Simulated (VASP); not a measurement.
# Zr (P6_3/mmc) in VASP: notebook

Runs on Zr. Level: PBE. Tasks: relaxation of cell and atoms, single point.

Everything below comes from runs of VASP 6.6.1. Logs are shortened: lines on timing, memory, paths and dates and some standing lists are left out, and cuts for length are marked.

## 1. The cell of the first run

The structure is hexagonal, space group P6_3/mmc (No. 194). Conventional cell: a = 3.233 Å, b = 3.233 Å, c = 5.169 Å, α = 90.00°, β = 90.00°, γ = 120.00°. Within 4.2 Å of Zr (site symmetry -6m2) lie 12 Zr at 3.19 to 3.23 Å.

## 2. Relaxation of cell and atoms, PBE

File INCAR:

```
SYSTEM = Zr
PREC     = Accurate       ! precision mode
ENCUT    = 600            ! plane-wave cutoff, eV
EDIFF    = 1E-6           ! SCF threshold, eV
ISMEAR   = -1             ! smearing method
SIGMA    = 0.15           ! smearing width, eV
LREAL    = .FALSE.        ! projectors in reciprocal space
LASPH    = .TRUE.         ! aspherical terms in the spheres
NELM     = 80             ! most SCF steps
ALGO     = Fast           ! electronic algorithm
ISIF     = 3              ! what is computed and relaxed
LWAVE    = .FALSE.        ! write WAVECAR
LCHARG   = .FALSE.        ! write CHGCAR
GGA      = PE             ! functional
IBRION   = 2              ! ionic algorithm
NSW      = 80             ! ionic steps
EDIFFG   = -0.001         ! ionic threshold
```

File KPOINTS:

```
regular mesh
0
G
  15 15 8
  0 0 0
```

File POSCAR:

```
Zr
1.0
    3.2327898565      0.0000000000      0.0000000000
   -1.6163949283      2.7996781408      0.0000000000
    0.0000000000      0.0000000000      5.1691199290
Zr
2
Direct
    0.3333333333      0.6666666667      0.2500000000
    0.6666666667      0.3333333333      0.7500000000
```

Potentials or basis: VASP PAW PBE potentials, release 64 (Zr_sv).

On the command line:

```bash
$ cat potpaw_PBE.64/Zr_sv/POTCAR > POTCAR
$ mpirun -np 1 vasp_std > vasp.out
```

OUTCAR:

```text
SYSTEM = Zr
   PREC = Accurate
   ENCUT = 600
   EDIFF = 1E-6
   ISMEAR = -1
   LREAL = .FALSE.
   LASPH = .TRUE.
   NELM = 80
   ISIF = 3
   GGA = PE
   IBRION = 2
   NSW = 80
   EDIFFG = -0.001

 ion  position               nearest neighbor table
   1  0.333  0.667  0.250-   2 3.19   2 3.19   2 3.19   2 3.19   2 3.19   2 3.19
   2  0.667  0.333  0.750-   1 3.19   1 3.19   1 3.19   1 3.19   1 3.19   1 3.19

  LATTYP: Found a hexagonal cell.
 ALAT       =     3.2327898565
 C/A-ratio  =     1.5989656484

  Lattice vectors:

 A1 = (   3.2327898565,   0.0000000000,   0.0000000000)
 A2 = (  -1.6163949283,   2.7996781408,   0.0000000000)
 A3 = (   0.0000000000,   0.0000000000,   5.1691199290)

Analysis of symmetry for initial positions (statically):
=====================================================================
 Subroutine PRICEL returns:
 Original cell was already a primitive cell.

 Routine SETGRP: Setting up the symmetry group for a
 hexagonal supercell.

 Subroutine GETGRP returns: Found 24 space group operations
 (whereof 12 operations were pure point group operations)
 out of a pool of 24 trial point group operations.

The static configuration has the point symmetry D_3d.
 The point group associated with its full space group is D_6h.

Analysis of symmetry for dynamics (positions and initial velocities):
=====================================================================
 Subroutine PRICEL returns:
 Original cell was already a primitive cell.

 Routine SETGRP: Setting up the symmetry group for a
 hexagonal supercell.

 Subroutine GETGRP returns: Found 24 space group operations
 (whereof 12 operations were pure point group operations)
 out of a pool of 24 trial point group operations.

The dynamic configuration has the point symmetry D_3d.
 The point group associated with its full space group is D_6h.

 Subroutine INISYM returns: Found 24 space group operations
 (whereof 12 operations are pure point group operations),
 and found     1 'primitive' translations

----------------------------------------------------------------------------------------

                                     Primitive cell

  volume of cell :      46.7845

  direct lattice vectors                    reciprocal lattice vectors
     3.232789857  0.000000000  0.000000000     0.309330344  0.178591958  0.000000000
    -1.616394928  2.799678141  0.000000000     0.000000000  0.357183915  0.000000000
     0.000000000  0.000000000  5.169119929     0.000000000  0.000000000  0.193456529

  length of vectors
     3.232789857  3.232789857  5.169119929     0.357183915  0.357183915  0.193456529

  position of ions in fractional coordinates (direct lattice)
     0.333333333  0.666666667  0.250000000
     0.666666667  0.333333333  0.750000000

  ion indices of the primitive-cell ions
   primitive index   ion index
                 1           1
                 2           2

----------------------------------------------------------------------------------------

 KPOINTS: regular mesh

Automatic generation of k-mesh.
 Grid dimensions read from file:
 generate k-points for:   15   15    8

 Generating k-lattice:

  Cartesian coordinates                     Fractional coordinates (reciprocal lattice)
     0.020622023  0.011906131  0.000000000     0.066666667  0.000000000  0.000000000
     0.000000000  0.023812261  0.000000000     0.000000000  0.066666667  0.000000000
     0.000000000  0.000000000  0.024182066     0.000000000  0.000000000  0.125000000

  Length of vectors
     0.023812261  0.023812261  0.024182066

  Shift w.r.t. Gamma in fractional coordinates (k-lattice)
     0.000000000  0.000000000  0.000000000

 Subroutine IBZKPT returns following result:
 ===========================================

 Found    135 irreducible k-points:

 Following reciprocal coordinates:
            Coordinates               Weight
  0.000000  0.000000  0.000000      1.000000
  0.066667 -0.000000  0.000000      6.000000
  0.133333  0.000000  0.000000      6.000000
  0.200000 -0.000000  0.000000      6.000000
[... 42 lines left out ...]

 number of electron      24.0000000 magnetization

 Free energy of the ion-electron system (eV)
  ---------------------------------------------------
  ext. energy  EPLUGINS =         0.00000000
  ---------------------------------------------------
  free energy    TOTEN  =       -17.12048309 eV

  energy without entropy =      -16.95126695  energy(sigma->0) =      -17.03587502

------------------------ aborting loop because EDIFF is reached ----------------------------------------

  FORCE on cell =-STRESS in cart. coord.  units (eV):
  Direction    XX          YY          ZZ          XY          YZ          ZX
  --------------------------------------------------------------------------------------
  -------------------------------------------------------------------------------------
  Total        0.0131012      0.0131012      0.1629676     -0.0000000      0.0000000      0.0000000
  in kB        0.4486629      0.4486629      5.5809709     -0.0000000      0.0000000      0.0000000
  external PRESSURE =       2.1594322 kB  Pullay stress =       0.0000000 kB
[... 89 lines left out ...]
  FREE ENERGIE OF THE ION-ELECTRON SYSTEM (eV)
  ---------------------------------------------------
  free  energy   TOTEN  =       -17.1207338919 eV

  energy  without entropy=      -16.9503225238  energy(sigma->0) =      -17.03552821

[... ionic steps 4 to 23 ...]

--------------------------------------- Ionic step       24  -------------------------------------------

 number of electron      24.0000000 magnetization

------------------------ aborting loop because EDIFF is reached ----------------------------------------

  FORCE on cell =-STRESS in cart. coord.  units (eV):
  Direction    XX          YY          ZZ          XY          YZ          ZX
  --------------------------------------------------------------------------------------
  -------------------------------------------------------------------------------------
  Total        0.0018207      0.0018207      0.0039904     -0.0000000      0.0000000     -0.0000000
  in kB        0.0622278      0.0622278      0.1363858     -0.0000000      0.0000000     -0.0000000
  external PRESSURE =       0.0869471 kB  Pullay stress =       0.0000000 kB
[... 57 lines left out ...]
  energy  without entropy=      -16.9501457624  energy(sigma->0) =      -17.03548875

--------------------------------------- Ionic step       26  -------------------------------------------

 number of electron      24.0000000 magnetization

 Free energy of the ion-electron system (eV)
  ---------------------------------------------------
  ext. energy  EPLUGINS =         0.00000000
  ---------------------------------------------------
  free energy    TOTEN  =       -17.12083169 eV

  energy without entropy =      -16.95013704  energy(sigma->0) =      -17.03548437

 E-fermi :   8.8628     XC(G=0): -11.0500

 val. band max:        8.8496238921   @ k =   0.3333   0.2667   0.5000
 cond. band min:       8.8780879330   @ k =   0.3333   0.3333   0.5000
 fundamental gap:      0.0284640410
 Fermi energy:         8.8627523034

 k-point     1 :       0.0000    0.0000    0.0000
  band No.  band energies     occupation
      1     -39.9214      2.00000
      2     -39.7767      2.00000
      3     -18.4171      2.00000
      4     -17.5759      2.00000
      5     -17.5759      2.00000
      6     -17.4507      2.00000
[... 8 lines left out ...]
     15      10.4599      0.00005
     16      10.4599      0.00005
[... 420 lines left out ...]
  band No.  band energies     occupation
      1     -39.7724      2.00000
      2     -39.7431      2.00000
      3     -18.1995      2.00000
      4     -18.0425      2.00000
      5     -17.9303      2.00000
      6     -17.9115      2.00000
[... 8 lines left out ...]
     15      10.4888      0.00004
     16      13.0670      0.00000

 [... further k-points ...]

------------------------ aborting loop because EDIFF is reached ----------------------------------------

  FORCE on cell =-STRESS in cart. coord.  units (eV):
  Direction    XX          YY          ZZ          XY          YZ          ZX
  --------------------------------------------------------------------------------------
  -------------------------------------------------------------------------------------
  Total       -0.0016304     -0.0016304      0.0002226      0.0000000      0.0000000      0.0000000
  in kB       -0.0557144     -0.0557144      0.0076073      0.0000000      0.0000000      0.0000000
  external PRESSURE =      -0.0346071 kB  Pullay stress =       0.0000000 kB
[... 17 lines left out ...]
  FREE ENERGIE OF THE ION-ELECTRON SYSTEM (eV)
  ---------------------------------------------------
  free  energy   TOTEN  =       -17.1208316891 eV

  energy  without entropy=      -16.9501370446  energy(sigma->0) =      -17.03548437

 reached required accuracy - stopping structural energy minimisation
```

Wall time 9.7 min (1 thread of AMD EPYC 9R45 (Zen 5), shared host); peak memory 0.23 GiB.

Results:

| Property | Result |
| --- | --- |
| Free energy | -17.1208 eV |
| Relaxed volume | 23.44 Å³/atom |
| Relaxed cell | a = 3.229 Å, b = 3.229 Å, c = 5.192 Å, α = 90.00°, β = 90.00°, γ = 120.00° |
| Space group after relaxing (to 0.1 Å) | P6_3/mmc (No. 194) |
| Energy gained by relaxing | 0.2 meV/atom |
| Ionic steps | 26 |
| Pressure after relaxing | 0.0 GPa |
| Band gap on the k mesh | zero (bands 12 and 13 overlap by 1.19 eV) |

The path:
| step | energy change (eV) | largest force (eV/Å) | pressure (GPa) | volume (Å³) |
| --- | --- | --- | --- | --- |
| 1 | 0.0000 | 0.0000 | 0.22 | 46.78 |
| 2 | -0.0002 | 0.0000 | -0.18 | 47.00 |
| 3 | -0.0003 | 0.0000 | -0.14 | 46.95 |
| 4 | -0.0003 | 0.0000 | -0.04 | 46.89 |
| 5 | -0.0003 | 0.0000 | -0.02 | 46.89 |
| 6 | -0.0003 | 0.0000 | -0.01 | 46.89 |
| 7 | -0.0003 | 0.0000 | -0.06 | 46.92 |
| 8 | -0.0003 | 0.0000 | -0.05 | 46.89 |
| 9 | -0.0003 | 0.0000 | 0.08 | 46.86 |
| 10 | -0.0003 | 0.0000 | -0.03 | 46.88 |
| 11 | -0.0003 | 0.0000 | 0.00 | 46.88 |
| 12 | -0.0003 | 0.0000 | 0.01 | 46.88 |
| 13 | -0.0003 | 0.0000 | 0.01 | 46.88 |
| 14 | -0.0003 | 0.0000 | 0.00 | 46.88 |
| 15 | -0.0003 | 0.0000 | 0.00 | 46.88 |
| 16 | -0.0003 | 0.0000 | -0.02 | 46.89 |
| 17 | -0.0003 | 0.0000 | 0.00 | 46.89 |
| 18 | -0.0003 | 0.0000 | -0.02 | 46.89 |
| 19 | -0.0003 | 0.0000 | -0.02 | 46.89 |
| 20 | -0.0003 | 0.0000 | -0.03 | 46.89 |
| 21 | -0.0003 | 0.0000 | -0.02 | 46.89 |
| 22 | -0.0003 | 0.0000 | -0.02 | 46.89 |
| 23 | -0.0003 | 0.0000 | -0.02 | 46.89 |
| 24 | -0.0003 | 0.0000 | 0.01 | 46.88 |
| 25 | -0.0003 | 0.0000 | 0.04 | 46.88 |
| 26 | -0.0003 | 0.0000 | 0.00 | 46.88 |

Final structure:
```yaml
crystal:
  lattice:
    - [3.22904, 0.00000, 0.00000]
    - [-1.61452, 2.79643, 0.00000]
    - [0.00000, 0.00000, 5.19222]
  atoms:
    - { symbol: Zr, position: [0.33333, 0.66667, 0.25000] }
    - { symbol: Zr, position: [0.66667, 0.33333, 0.75000] }
```

## 3. Single point, PBE

This run uses another cell than the first one, of the same volume but with other edges.

File INCAR:

```
PREC     = Accurate       # precision mode
ENCUT    = 520            # plane-wave cutoff, eV
EDIFF    = 1E-6           # SCF threshold, eV
ISMEAR   = 0              # smearing method
SIGMA    = 0.1            # smearing width, eV
LREAL    = F              # projectors in reciprocal space
LASPH    = T              # aspherical terms in the spheres
NELM     = 100            # most SCF steps
ALGO     = Fast           # electronic algorithm
ISIF     = 2              # what is computed and relaxed
LWAVE    = F              # write WAVECAR
LCHARG   = T              # write CHGCAR
GGA      = PE             # functional
LELF     = T              # ELF
LVHAR    = T            
ISYM     = 0            
NBANDS   = 19             # bands
```

File KPOINTS:

```
regular mesh
0
Gamma
  11 6 14
```

File POSCAR:

```
Zr
1.0
    3.2327898661      0.0000000000      0.0000000000
   -1.6163949330      5.8786051464      0.0000000000
    1.6163949330      1.3333431220      2.4617867206
Zr
2
Direct
    0.0833333333      0.7500000000      0.5833333333
    0.9166666667      0.2500000000      0.4166666667
```

Potentials or basis: VASP PAW PBE potentials, release 64 (Zr_sv).

On the command line:

```bash
$ cat potpaw_PBE.64/Zr_sv/POTCAR > POTCAR
$ mpirun -np 1 vasp_std > vasp.out
```

Wall time 6.1 min (1 thread of AMD EPYC 9R45 (Zen 5), shared host); peak memory 0.4 GiB.

It converged, with:

| Property | Result |
| --- | --- |
| Free energy | -17.0452 eV |
| Pressure | 0.0 GPa |
| Largest force | 0.006 eV/Å |
| Band gap on the k mesh | zero (bands 12 and 13 overlap by 1.16 eV) |

Forces on the atoms (eV/Å):
```
Zr   0.003  0.001  0.005
Zr  -0.003 -0.001 -0.005
```

Stress tensor (GPa, compression positive):
```
 0.11 -0.02  0.01
-0.02  0.03 -0.08
 0.01 -0.08 -0.14
```

Levels at points of the mesh, in eV from the Fermi level:
```tsv
k point	band 9	band 10	band 11	band 12	band 13	band 14	band 15	band 16
(0.00, 0.00, 0.00)	-5.66	-3.04	0.85	0.85	0.96	1.11	1.53	1.53
(0.00, 0.50, 0.00)	-3.97	-3.97	0.01	0.01	0.77	0.77	0.77	0.77
(0.00, 0.00, 0.50)	-2.87	-2.87	-1.07	-1.07	1.60	1.60	2.20	2.20
(0.00, 0.50, 0.50)	-2.56	-2.52	-2.15	-0.23	0.55	0.74	1.42	4.87
```

## 4. Single point, PBE

File INCAR:

```
PREC     = Accurate       # precision mode
ENCUT    = 520            # plane-wave cutoff, eV
EDIFF    = 1E-6           # SCF threshold, eV
ISMEAR   = 0              # smearing method
SIGMA    = 0.1            # smearing width, eV
LREAL    = F              # projectors in reciprocal space
LASPH    = T              # aspherical terms in the spheres
NELM     = 60             # most SCF steps
ALGO     = Normal         # electronic algorithm
ISIF     = 2              # what is computed and relaxed
LWAVE    = F              # write WAVECAR
LCHARG   = F              # write CHGCAR
GGA      = PE             # functional
NBANDS   = 19             # bands
```

File KPOINTS:

```
Automatic mesh
0
Gamma
  12 12 7
```

File POSCAR:

```
Zr
1.0
    3.2327898558      0.0000000000      0.0000000000
   -1.6163949279      2.7996781402      0.0000000000
    0.0000000000      0.0000000000      5.1691199317
Zr
2
Direct
    0.3333333333      0.6666666667      0.2500000000
    0.6666666667      0.3333333333      0.7500000000
```

On the command line:

```bash
$ cat potpaw_PBE.64/Zr_sv/POTCAR > POTCAR
$ mpirun -np 1 vasp_std > vasp.out
```

It took 1.9 min on 1 thread of AMD EPYC 7R13, shared host; peak memory 0.16 GiB.

Results (log left out):

* Free energy: -17.0430 eV
* Pressure: 0.1 GPa
* Band gap on the k mesh: zero (bands 12 and 13 overlap by 1.11 eV)

Stress tensor (GPa, compression positive):
```
-0.01  0.00  0.00
 0.00 -0.01  0.00
 0.00  0.00  0.20
```

Levels at points of the mesh, in eV from the Fermi level:
```csv
k point,band 8,band 9,band 10,band 11,band 12,band 13,band 14,band 15,band 16,band 17
"(0.00, 0.00, 0.00)",-26.37,-5.66,-3.03,0.86,0.86,0.97,1.11,1.54,1.54,2.15
"(0.50, 0.00, 0.00)",-26.48,-2.56,-2.51,-2.14,-0.22,0.55,0.75,1.43,4.88,5.24
```

## 5. Single point, PBE

File INCAR:

```
  PREC = Accurate
  ENCUT = 520
  EDIFF = 1E-6
  ISMEAR = 0
  SIGMA = 0.1
  LREAL = F
  LASPH = T
  NELM = 60
  ALGO = Normal
  ISIF = 2
  LWAVE = F
  LCHARG = T
  GGA = PE
  LELF = T
  LVHAR = T
  NBANDS = 19
```

File KPOINTS:

```
regular mesh
0
Gamma
  15 15 8
```

POSCAR is that of step 4.

On the command line:

```bash
$ cat potpaw_PBE.64/Zr_sv/POTCAR > POTCAR
$ mpirun -np 1 vasp_std > vasp.out
```

It took 3.4 min on 1 thread of AMD EPYC 7R13, shared host; peak memory 0.2 GiB.

It converged, with:

- Free energy: -17.0460 eV
- Pressure: 0.0 GPa
- Band gap on the k mesh: zero (bands 12 and 13 overlap by 1.18 eV)

Levels at points of the mesh, in eV from the Fermi level:
```tsv
k point	band 8	band 9	band 10	band 11	band 12	band 13	band 14	band 15	band 16	band 17
(0.00, 0.00, 0.00)	-26.38	-5.67	-3.04	0.85	0.85	0.96	1.10	1.53	1.53	2.13
(0.00, 0.00, 0.50)	-26.45	-3.98	-3.98	0.01	0.01	0.76	0.76	0.76	0.76	3.90
```

## 6. Relaxation of cell and atoms, PBE

This run uses another cell than the first one, of 23.28 Å³/atom.

File INCAR:

```
SYSTEM = Zr
PREC = Accurate ; ENCUT = 600
EDIFF = 1E-6 ; ISMEAR = 0
SIGMA = 0.1 ; LREAL = .False.
LASPH = .True. ; NELM = 100
ALGO = Fast ; ISIF = 3
LWAVE = .False. ; LCHARG = .False.
GGA = PE ; IBRION = 2
NSW = 100 ; EDIFFG = -0.005
```

File KPOINTS:

```
regular mesh
0
Gamma
  15 15 8
  0 0 0
```

File POSCAR:

```
Zr
1.0
    3.2320000000      0.0000000000      0.0000000000
   -1.6160000000      2.7989941050      0.0000000000
    0.0000000000      0.0000000000      5.1470000000
Zr
2
Direct
    0.3333333333      0.6666666667      0.2500000000
    0.6666666667      0.3333333333      0.7500000000
```

Potentials or basis: VASP PAW PBE potentials, release 64 (Zr_sv).

On the command line:

```bash
$ cat potpaw_PBE.64/Zr_sv/POTCAR > POTCAR
$ mpirun -np 1 vasp_std > vasp.out
```

Run time: 14 min. Hardware: 1 thread of Intel Xeon 8259CL, shared host; peak memory 0.26 GiB.

It converged, with:

```
Free energy                           : -17.0460 eV
Relaxed volume                        : 23.40 Å³/atom
Relaxed cell                          : a = 3.233 Å, b = 3.233 Å, c = 5.169 Å, α = 90.00°, β = 90.00°, γ = 120.00°
Space group after relaxing (to 0.1 Å) : P6_3/mmc (No. 194)
Energy gained by relaxing             : 0.3 meV/atom
Ionic steps                           : 4
Pressure after relaxing               : 0.0 GPa
Band gap on the k mesh                : zero (bands 12 and 13 overlap by 1.18 eV)
```

Step by step:
| step | energy change (eV) | largest force (eV/Å) | pressure (GPa) | volume (Å³) |
| --- | --- | --- | --- | --- |
| 1 | 0.0000 | 0.0000 | 0.47 | 46.56 |
| 2 | -0.0002 | 0.0000 | -0.50 | 47.02 |
| 3 | -0.0005 | 0.0000 | -0.06 | 46.82 |
| 4 | -0.0005 | 0.0000 | 0.00 | 46.79 |

Final structure:
```
CELL_PARAMETERS angstrom
3.23298 0.00000 0.00000
-1.61649 2.79984 0.00000
0.00000 0.00000 5.16938
ATOMIC_POSITIONS crystal
Zr 0.33333 0.66667 0.25000
Zr 0.66667 0.33333 0.75000
```

Levels at points of the mesh, in eV from the Fermi level:
| k point | band 10 | band 11 | band 12 | band 13 | band 14 | band 15 |
| --- | --- | --- | --- | --- | --- | --- |
| (0.00, 0.00, 0.00) | -3.04 | 0.85 | 0.85 | 0.96 | 1.10 | 1.53 |
| (0.00, 0.00, 0.50) | -3.98 | 0.01 | 0.01 | 0.76 | 0.76 | 0.76 |

PBE usually gives volumes a little too large and moduli too small. Zero-point motion and thermal expansion aren't in these numbers.

## 7. Overview

```tsv
task	cell	k mesh	cutoff (eV)	smearing	gap on the mesh (eV)	pressure (GPa)	relaxed volume (Å³/atom)
relaxation of cell and atoms	relaxed from a = 3.233, b = 3.233, c = 5.169 Å, angles 90.0, 90.0, 120.0°, 2 atoms, atomic positions A	15 × 15 × 8	600	fermi-dirac 0.15 eV	none	0.0	23.44
single point	a = 3.233, b = 6.097 Å, angles 74.6, 60.0, 105.4°, 2 atoms, atomic positions B	11 × 6 × 14	520	gaussian 0.1 eV	none	0.0	-
single point	a = 3.233, b = 3.233, c = 5.169 Å, angles 90.0, 90.0, 120.0°, 2 atoms, atomic positions A	12 × 12 × 7	520	gaussian 0.1 eV	none	0.1	-
single point	a = 3.233, b = 3.233, c = 5.169 Å, angles 90.0, 90.0, 120.0°, 2 atoms, atomic positions A	15 × 15 × 8	520	gaussian 0.1 eV	none	0.0	-
relaxation of cell and atoms	relaxed from a = 3.232, b = 3.232, c = 5.147 Å, angles 90.0, 90.0, 120.0°, 2 atoms, atomic positions A	15 × 15 × 8	600	gaussian 0.1 eV	none	0.0	23.40
```

Alike in all rows: level PBE; potentials or basis VASP PAW PBE potentials, release 64 (Zr_sv); no spin polarisation.

Total energies depend on the potentials used, so only differences within one code and one set of settings carry meaning.

The gap in the log of VASP goes by the Fermi energy; the results here count the filled bands.